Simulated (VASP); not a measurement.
# MgO (Pmm2) in VASP: a series of runs

MgO is run at these levels: PBE; tasks: single point.

Program: VASP 6.6.1. These are calculated values, not measurements. Logs are shortened: lines on timing, memory, paths and dates and some standing lists are left out, and cuts for length are marked.

### 1 The cell of the first run

It takes space group Pmm2 (No. 25, orthorhombic). Conventional cell: a = 5.634 Å, b = 5.634 Å, c = 5.634 Å, α = 90.00°, β = 90.00°, γ = 90.00°. Within 2.6 Å of Mg (site symmetry m) lie 4 O at 1.99 Å. Mg (site symmetry m) has 4 O at 1.97 to 2.01 Å within 2.6 Å. Mg (site symmetry mm2) has 4 O at 1.95 to 2.02 Å within 2.6 Å. Mg (site symmetry mm2) has 4 O at 1.96 to 2.04 Å within 2.6 Å. Within 2.6 Å of O (site symmetry m) lie 4 Mg at 1.95 to 2.04 Å. Within 2.6 Å of O (site symmetry m) lie 4 Mg at 1.96 to 2.02 Å. O (site symmetry mm2) has 4 Mg at 1.97 to 1.99 Å within 2.6 Å. Within 2.6 Å of O (site symmetry mm2) lie 4 Mg at 1.99 to 2.01 Å.

### 2 Single point, PBE (atoms displaced along a vibrational mode)

INCAR reads:

```
SYSTEM = MgO
  ALGO = Normal
  EDIFF = 1E-6
  ENCUT = 520
  GGA = PE
  ISIF = 2
  ISMEAR = 0
  LASPH = .TRUE.
  LCHARG = .FALSE.
  LREAL = .FALSE.
  LWAVE = .FALSE.
  NBANDS = 36
  NELM = 80
  PREC = Accurate
  SIGMA = 0.05
```

KPOINTS reads:

```
k-points
0
G
  4 4 4
  0 0 0
```

POSCAR reads:

```
MgO
1.0
    5.6335409551      0.0000000000      0.0000000000
    0.0000000000      5.6335409551      0.0000000000
    0.0000000000      0.0000000000      5.6335409551
Mg O
6 6
Direct
    0.2500000000     -0.0024632387      0.5000000000
    0.0000000000      0.5028620088      0.2500000000
    0.5000000000      0.7449942673      0.0000000000
    0.7500000000     -0.0024632387      0.5000000000
    0.0000000000      0.5028620088      0.7500000000
    0.5000000000      0.2449942673      0.0000000000
    0.2500000000      0.5064686867      0.0000000000
    0.5000000000      0.0022947751      0.2500000000
    0.0000000000      0.7482352396      0.5000000000
    0.7500000000      0.5064686867      0.0000000000
    0.5000000000      0.0022947751      0.7500000000
    0.0000000000      0.2482352396      0.5000000000
```

Potentials or basis: VASP PAW PBE potentials, release 64 (Mg, O).

The run is started by

```console
$ cat potpaw_PBE.64/Mg/POTCAR potpaw_PBE.64/O/POTCAR > POTCAR
$ mpirun -np 1 vasp_std > vasp.out
```

OUTCAR:

```text
SYSTEM = MgO
   EDIFF = 1E-6
   ENCUT = 520
   GGA = PE
   ISIF = 2
   ISMEAR = 0
   LASPH = .TRUE.
   LREAL = .FALSE.
   NELM = 80
   PREC = Accurate

 ion  position               nearest neighbor table
   1  0.250  0.998  0.500-   9 1.99   8 1.99  11 1.99  12 1.99   4 2.82   4 2.82   5 3.43   2 3.43
                             6 3.44   6 3.44   3 3.46   3 3.46   2 3.47   5 3.47
   2  0.000  0.503  0.250-   9 1.97   7 1.99  10 1.99  12 2.01   5 2.82   5 2.82   1 3.43   4 3.43
                             3 3.43   3 3.43   6 3.47   6 3.47   1 3.47   4 3.47
   3  0.500  0.745  0.000-   7 1.95  10 1.95   8 2.02  11 2.02   6 2.82   6 2.82   2 3.43   5 3.43
                             2 3.43   5 3.43   4 3.46   1 3.46   4 3.46   1 3.46
   4  0.750  0.998  0.500-   9 1.99   8 1.99  11 1.99  12 1.99   1 2.82   1 2.82   5 3.43   2 3.43
                             6 3.44   6 3.44   3 3.46   3 3.46   2 3.47   5 3.47
   5  0.000  0.503  0.750-   9 1.97   7 1.99  10 1.99  12 2.01   2 2.82   2 2.82   4 3.43   1 3.43
                             3 3.43   3 3.43   6 3.47   6 3.47   1 3.47   4 3.47
   6  0.500  0.245  0.000-   8 1.96  11 1.96  10 2.04   7 2.04   3 2.82   3 2.82   4 3.44   1 3.44
                             4 3.44   1 3.44   5 3.47   2 3.47   2 3.47   5 3.47
   7  0.250  0.506  0.000-   3 1.95   2 1.99   5 1.99   6 2.04
   8  0.500  0.002  0.250-   6 1.96   4 1.99   1 1.99   3 2.02
   9  0.000  0.748  0.500-   2 1.97   5 1.97   4 1.99   1 1.99
  10  0.750  0.506  0.000-   3 1.95   2 1.99   5 1.99   6 2.04
  11  0.500  0.002  0.750-   6 1.96   4 1.99   1 1.99   3 2.02
  12  0.000  0.248  0.500-   1 1.99   4 1.99   2 2.01   5 2.01

  LATTYP: Found a simple cubic cell.
 ALAT       =     5.6335409551

  Lattice vectors:

 A1 = (   5.6335409551,   0.0000000000,   0.0000000000)
 A2 = (   0.0000000000,   5.6335409551,   0.0000000000)
 A3 = (   0.0000000000,   0.0000000000,   5.6335409551)

Analysis of symmetry for initial positions (statically):
=====================================================================
 Subroutine PRICEL returns:
 Original cell was already a primitive cell.

 Routine SETGRP: Setting up the symmetry group for a
 simple cubic supercell.

 Subroutine GETGRP returns: Found  4 space group operations
 (whereof  4 operations were pure point group operations)
 out of a pool of 48 trial point group operations.

The static configuration has the point symmetry C_2v.

Analysis of symmetry for dynamics (positions and initial velocities):
=====================================================================
 Subroutine PRICEL returns:
 Original cell was already a primitive cell.

 Routine SETGRP: Setting up the symmetry group for a
 simple cubic supercell.

 Subroutine GETGRP returns: Found  4 space group operations
 (whereof  4 operations were pure point group operations)
 out of a pool of 48 trial point group operations.

The dynamic configuration has the point symmetry C_2v.

 Subroutine INISYM returns: Found  4 space group operations
 (whereof  4 operations are pure point group operations),
 and found     1 'primitive' translations

----------------------------------------------------------------------------------------

                                     Primitive cell

  volume of cell :     178.7905

  direct lattice vectors                    reciprocal lattice vectors
     5.633540955  0.000000000  0.000000000     0.177508251  0.000000000  0.000000000
     0.000000000  5.633540955  0.000000000     0.000000000  0.177508251  0.000000000
     0.000000000  0.000000000  5.633540955     0.000000000  0.000000000  0.177508251

  length of vectors
     5.633540955  5.633540955  5.633540955     0.177508251  0.177508251  0.177508251

  position of ions in fractional coordinates (direct lattice)
     0.250000000  0.997536761  0.500000000
     0.000000000  0.502862009  0.250000000
     0.500000000  0.744994267  0.000000000
     0.750000000  0.997536761  0.500000000
     0.000000000  0.502862009  0.750000000
     0.500000000  0.244994267  0.000000000
     0.250000000  0.506468687  0.000000000
     0.500000000  0.002294775  0.250000000
     0.000000000  0.748235240  0.500000000
     0.750000000  0.506468687  0.000000000
     0.500000000  0.002294775  0.750000000
     0.000000000  0.248235240  0.500000000

  ion indices of the primitive-cell ions
   primitive index   ion index
                 1           1
                 2           2
                 3           3
                 4           4
                 5           5
                 6           6
                 7           7
                 8           8
                 9           9
                10          10
                11          11
                12          12

----------------------------------------------------------------------------------------

 KPOINTS: k-points

Automatic generation of k-mesh.
 Grid dimensions read from file:
 generate k-points for:    4    4    4

 Generating k-lattice:

  Cartesian coordinates                     Fractional coordinates (reciprocal lattice)
     0.044377063  0.000000000  0.000000000     0.250000000  0.000000000  0.000000000
     0.000000000  0.044377063  0.000000000     0.000000000  0.250000000  0.000000000
     0.000000000  0.000000000  0.044377063     0.000000000  0.000000000  0.250000000

  Length of vectors
     0.044377063  0.044377063  0.044377063

  Shift w.r.t. Gamma in fractional coordinates (k-lattice)
     0.000000000  0.000000000  0.000000000

 Subroutine IBZKPT returns following result:
 ===========================================

 Found     27 irreducible k-points:

 Following reciprocal coordinates:
            Coordinates               Weight
  0.000000  0.000000  0.000000      1.000000
  0.250000  0.000000  0.000000      2.000000
  0.000000  0.250000  0.000000      2.000000
  0.000000  0.000000  0.250000      2.000000
  0.500000  0.000000  0.000000      1.000000
  0.000000  0.500000  0.000000      1.000000
[... 16 lines left out ...]
  0.250000  0.250000  0.500000      4.000000
  0.500000  0.500000  0.250000      2.000000
 [... further k-points ...]
   k-points           NKPTS =     27   k-points in BZ     NKDIM =     27   number of bands    NBANDS=     36
   number of dos      NEDOS =    301   number of ions     NIONS =     12
   total plane-waves  NPLWV =  74088
   dimension x,y,z NGX =    42 NGY =   42 NGZ =   42
   dimension x,y,z NGXF=    84 NGYF=   84 NGZF=   84
   ions per type =               6   6
   NGX,Y,Z   is equivalent  to a cutoff of  12.39, 12.39, 12.39 a.u.
   NGXF,Y,Z  is equivalent  to a cutoff of  24.79, 24.79, 24.79 a.u.
 SYSTEM =  MgO
   PREC   = accura    normal or accurate (medium, high low for compatibility)
   ISTART =      0    job   : 0-new  1-cont  2-samecut
   ICHARG =      2    charge: 1-file 2-atom 10-const
   ISPIN  =      1    spin polarized calculation?
   LNONCOLLINEAR =      F non collinear calculations
   LSORBIT =      F    spin-orbit coupling
   LASPH  =      T    aspherical Exc in radial PAW
   ENCUT  =  520.0 eV  38.22 Ry    6.18 a.u.  10.47 10.47 10.47*2*pi/ulx,y,z
   NELM   =     80;   NELMIN=  2; NELMDL= -5     # of ELM steps
   EDIFF  = 0.1E-05   stopping-criterion for ELM
   LREAL  =      F    real-space projection
   EDIFFG = 0.1E-04   stopping-criterion for IOM
   NSW    =      0    number of steps for IOM
   IBRION =     -1    ionic relax: 0-MD 1-quasi-New 2-CG
   NFREE  =      0    steps in history (QN), initial steepest desc. (CG)
   ISIF   =      2    stress and relaxation
   ISYM   =      2    0-nonsym 1-usesym 2-fastsym
   POTIM  = 0.5000    time-step for ionic-motion
   TEBEG  =    0.0;   TEEND  =   0.0 temperature during run
   PSTRESS=    0.0 pullay stress
   NELECT =      48.0000    total number of electrons
   NUPDOWN=      -1.0000    fix difference up-down
   EMIN   =  10.00;   EMAX   =-10.00  energy-range for DOS
   EFERMI =   0.00;   METHOD = LEGACY
   ISMEAR =     0;   SIGMA  =   0.05  broadening in eV -4-tet -1-fermi 0-gaus
   EFERMI_NEDOS =   21; number of points for ismear=-14 and -15
   IALGO  =     38    algorithm
   IMIX   =      4    mixing-type and parameters
     AMIX     =   0.40;   BMIX     =  1.00
     AMIX_MAG =   1.60;   BMIX_MAG =  1.00
  volume/ion in A,a.u.               =      14.90       100.54
  Fermi-wavevector in a.u.,A,eV,Ry     =   1.056105  1.995749 15.175365  1.115358
  Thomas-Fermi vector in A             =   2.191328
   LORBIT       =      0    0 simple, 1 ext, 2 COOP (PROOUT), +10 PAW based schemes
   GGA     = PE    functional components
   LHFCALC =     F    Hartree Fock is set to
   AEXX    =    0.0000 exact exchange contribution
   IVDW    =     0    specifies the selected vdW correction
   LEPSILON=     F    determine dielectric tensor
   LRPA    =     F    only Hartree local field effects (RPA)
 non-spin polarized calculation
 Gauss-broadening in eV      SIGMA  =   0.05
  energy-cutoff  :      520.00
  volume of cell :      178.79
 maximum number of plane-waves:      4842
 NGX is ok and might be reduce to    42
   NGX = 21   NGY = 21   NGZ = 21

 number of electron      47.9999965 magnetization

 Free energy of the ion-electron system (eV)
  ---------------------------------------------------
  ext. energy  EPLUGINS =         0.00000000
  ---------------------------------------------------
  free energy    TOTEN  =       -69.80397651 eV

  energy without entropy =      -69.80397651  energy(sigma->0) =      -69.80397651

 E-fermi :   0.1095     XC(G=0):  -8.3961

 val. band max:       -0.1562992187   @ k =   0.0000   0.0000   0.0000
 cond. band min:       2.7354979948   @ k =   0.0000   0.0000   0.0000
 fundamental gap:      2.8917972136
 Fermi energy:         0.1094655935

 k-point     1 :       0.0000    0.0000    0.0000
  band No.  band energies     occupation
      1     -16.2097      2.00000
      2     -15.8017      2.00000
      3     -15.7912      2.00000
      4     -15.3663      2.00000
      5     -15.3635      2.00000
      6     -15.3507      2.00000
[... 925 lines left out ...]
     35      10.7121      0.00000
     36      10.7713      0.00000

 [... further k-points ...]

------------------------ aborting loop because EDIFF is reached ----------------------------------------

  FORCE on cell =-STRESS in cart. coord.  units (eV):
  Direction    XX          YY          ZZ          XY          YZ          ZX
  --------------------------------------------------------------------------------------
  -------------------------------------------------------------------------------------
  Total       -0.1929702     -0.2334139     -0.2753746      0.0000000      0.0000000      0.0000000
  in kB       -1.7292446     -2.0916686     -2.4676875      0.0000000      0.0000000      0.0000000
  external PRESSURE =      -2.0962002 kB  Pullay stress =       0.0000000 kB

 VOLUME and BASIS-vectors are now :
 -----------------------------------------------------------------------------
  energy-cutoff  :      520.00
  volume of cell :      178.79
      direct lattice vectors                 reciprocal lattice vectors
     5.633540955  0.000000000  0.000000000     0.177508251  0.000000000  0.000000000
     0.000000000  5.633540955  0.000000000     0.000000000  0.177508251  0.000000000
     0.000000000  0.000000000  5.633540955     0.000000000  0.000000000  0.177508251

 POSITION                                       TOTAL-FORCE (eV/Angst)
 -----------------------------------------------------------------------------------
      1.40839      5.61966      2.81677         0.002354      0.146673     -0.000000
      0.00000      2.83289      1.40839         0.000000     -0.195745     -0.012067
      2.81677      4.19696      0.00000         0.000000      0.648784     -0.000000
      4.22516      5.61966      2.81677        -0.002354      0.146673     -0.000000
      0.00000      2.83289      4.22516         0.000000     -0.195745      0.012067
      2.81677      1.38019      0.00000         0.000000      0.587768     -0.000000
      1.40839      2.85321      0.00000        -0.059914     -0.444668     -0.000000
      2.81677      0.01293      1.40839         0.000000     -0.268190      0.025316
      0.00000      4.21521      2.81677         0.000000      0.150222     -0.000000
      4.22516      2.85321      0.00000         0.059914     -0.444668     -0.000000
      2.81677      0.01293      4.22516         0.000000     -0.268190     -0.025316
      0.00000      1.39844      2.81677         0.000000      0.137086     -0.000000
 -----------------------------------------------------------------------------------
    total drift:                                0.000000      0.000059     -0.000002

  FREE ENERGIE OF THE ION-ELECTRON SYSTEM (eV)
  ---------------------------------------------------
  free  energy   TOTEN  =       -69.8039765111 eV

  energy  without entropy=      -69.8039765111  energy(sigma->0) =      -69.80397651
```

It took 94 s on 1 thread of Intel Xeon 6975P-C (Granite Rapids), shared host; peak memory 0.32 GiB.

What came out:

| Property | Result |
| --- | --- |
| Free energy | -69.8040 eV |
| Pressure | -0.2 GPa |
| Largest force | 0.649 eV/Å |
| Band gap on the k mesh | 2.89 eV |

Forces on the atoms (eV/Å):
```
Mg   0.002  0.147  0.000
Mg   0.000 -0.196 -0.012
Mg   0.000  0.649  0.000
Mg  -0.002  0.147  0.000
Mg   0.000 -0.196  0.012
Mg   0.000  0.588  0.000
O   -0.060 -0.445  0.000
O    0.000 -0.268  0.025
O    0.000  0.150  0.000
O    0.060 -0.445  0.000
O    0.000 -0.268 -0.025
O    0.000  0.137  0.000
```

Caveat: the cell differs from its parent crystal (atoms displaced along a vibrational mode).

### 3 Single point, PBE (atoms displaced along a vibrational mode)

INCAR reads:

```
ALGO = Normal
EDIFF = 1E-7
ENCUT = 520
GGA = PE
ISIF = 2
ISMEAR = 0
LASPH = T
LCHARG = F
LREAL = F
LWAVE = F
NBANDS = 36
NELM = 80
PREC = Accurate
SIGMA = 0.05
```

KPOINTS reads:

```
k-points
0
Gamma
  4 4 4
```

POSCAR reads:

```
MgO
1.0
    5.6335409551      0.0000000000      0.0000000000
    0.0000000000      5.6335409551      0.0000000000
    0.0000000000      0.0000000000      5.6335409551
Mg O
6 6
Direct
    0.2500000000     -0.0047270923      0.5000000000
    0.0000000000      0.5059234028      0.2500000000
    0.5000000000      0.7349828020      0.0000000000
    0.7500000000     -0.0047270923      0.5000000000
    0.0000000000      0.5059234028      0.7500000000
    0.5000000000      0.2349828020      0.0000000000
    0.2500000000      0.5173191042      0.0000000000
    0.5000000000      0.0089712811      0.2500000000
    0.0000000000      0.7447057189      0.5000000000
    0.7500000000      0.5173191042      0.0000000000
    0.5000000000      0.0089712811      0.7500000000
    0.0000000000      0.2447057189      0.5000000000
```

Potentials or basis: VASP PAW PBE potentials, release 64 (Mg, O).

The run is started by

```console
$ cat potpaw_PBE.64/Mg/POTCAR potpaw_PBE.64/O/POTCAR > POTCAR
$ mpirun -np 1 vasp_std > vasp.out
```

Wall time 96 s (1 thread of Intel Xeon 6975P-C (Granite Rapids), shared host); peak memory 0.32 GiB.

Results (log left out):

- Free energy: -69.4872 eV
- Pressure: 0.6 GPa
- Largest force: 2.076 eV/Å
- Band gap on the k mesh: 2.87 eV

Forces on the atoms (eV/Å):
```
Mg   0.015  0.269  0.000
Mg   0.000 -0.417 -0.073
Mg   0.000  2.076  0.000
Mg  -0.015  0.269  0.000
Mg   0.000 -0.417  0.073
Mg   0.000  1.714  0.000
O   -0.484 -1.274  0.000
O    0.000 -0.905  0.270
O    0.000  0.471  0.000
O    0.484 -1.274  0.000
O    0.000 -0.905 -0.270
O    0.000  0.392  0.000
```

Stress tensor (GPa, compression positive):
```
0.83 0.00 0.00
0.00 0.58 0.00
0.00 0.00 0.38
```

Levels at points of the mesh, in eV from the valence-band top:
```tsv
k point	band 20	band 21	band 22	band 23	band 24	band 25	band 26	band 27	band 28	band 29
(0.00, 0.00, 0.00)	-0.62	-0.58	-0.03	-0.01	0.00	2.87	6.03	7.92	7.93	7.95
(0.50, 0.00, 0.00)	-0.76	-0.58	-0.57	-0.01	-0.01	4.77	4.79	7.52	7.58	7.86
(0.00, 0.50, 0.00)	-0.76	-0.59	-0.57	-0.03	0.00	4.76	4.79	7.52	7.65	7.85
(0.00, 0.00, 0.50)	-0.75	-0.58	-0.56	-0.03	-0.01	4.78	4.78	7.56	7.58	7.86
(0.50, 0.50, 0.00)	-0.71	-0.62	-0.60	-0.43	0.00	5.66	5.80	5.87	6.60	8.29
(0.00, 0.50, 0.50)	-0.71	-0.63	-0.59	-0.42	-0.03	5.67	5.82	5.84	6.58	8.27
(0.50, 0.00, 0.50)	-0.81	-0.54	-0.53	-0.46	-0.01	5.67	5.82	5.83	6.60	8.29
(0.50, 0.50, 0.50)	-0.96	-0.81	-0.78	-0.75	-0.71	6.38	6.40	7.30	7.36	7.36
```

Caveat: the cell differs from its parent crystal (atoms displaced along a vibrational mode); forces of over 1 eV/Å act on the atoms, so gaps and moduli don't describe the material at rest.
